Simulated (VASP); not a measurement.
A run of VASP 6.6.1 is set up as follows.

The input INCAR:

```
SYSTEM = PbF2
PREC = Accurate ; ENCUT = 600
EDIFF = 1E-6 ; ISMEAR = -1
SIGMA = 0.05 ; LREAL = .FALSE.
LASPH = .TRUE. ; NELM = 120
ALGO = Normal ; ISIF = 2
LWAVE = .FALSE. ; LCHARG = .FALSE.
NBANDS = 21 ; GGA_COMPAT = .FALSE.
```

KPOINTS

```
regular mesh
0
G
  8 8 8
  0 0 0
```

POSCAR

```
PbF2
1.0
    0.0000000000      2.9236056305      2.9236056305
    2.9236056305      0.0000000000      2.9236056305
    2.9236056305      2.9236056305      0.0000000000
Pb F
1 2
Direct
    0.0000000000      0.0000000000      0.0000000000
    0.7500000000      0.7500000000      0.7500000000
    0.2500000000      0.2500000000      0.2500000000
```

Potentials or basis: VASP PAW LDA potentials, release 64 (Pb_d, F).

The run is started by

```bash
$ cat potpaw_LDA.64/Pb_d/POTCAR potpaw_LDA.64/F/POTCAR > POTCAR
$ mpirun -np 1 vasp_std > vasp.out
```

Question: Estimate the band gap on the k mesh.

Answer: 4.21 eV, indirect (least direct gap 4.37 eV).

Question: Estimate the pressure.

Answer: -1.6 GPa.

Caveat: spin-orbit coupling is left out, which moves the levels of the heavy elements. LDA gaps usually lie below the measured ones, often by a third to a half.
